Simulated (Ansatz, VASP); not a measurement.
One calculation of Ba, two programs

```
Ba
1.0
     6.99607    0.00000    0.00000
    -3.49803    6.05877    0.00000
     0.00000    0.00000    3.90939
Ba
2
Direct
  0.33333 0.66667 0.50000
  0.66667 0.33333 0.50000
```

Alike in both runs: task single point; functional PBEsol; k mesh 9 × 9 × 14; occupations gaussian, width 0.15 eV; no spin polarisation.

|  | VASP | Ansatz |
| --- | --- | --- |
| version | VASP 6.6.1 | Ansatz 0.2.0 |
| potentials or method | VASP PAW PBE potentials, release 64 (Ba_sv), cutoff 520 eV | scalar-relativistic, plane waves, PAW |
| valence electrons in the cell | 20 | 20 |

VASP gave:

- gap on the k mesh at the Fermi level (eV): none
- pressure (GPa): -0.2
- traceless stress, the component that is largest in VASP (GPa): -0.21

Task: Which values does Ansatz return?

Result: gap on the k mesh at the Fermi level (eV): none; pressure (GPa): -0.2; traceless stress, the component that is largest in VASP (GPa): -0.24.

VASP's potentials were made for PBE, not for PBEsol. A gap of «none» marks a metal or a gap that the smearing closes.

Neither program's run includes spin-orbit coupling.
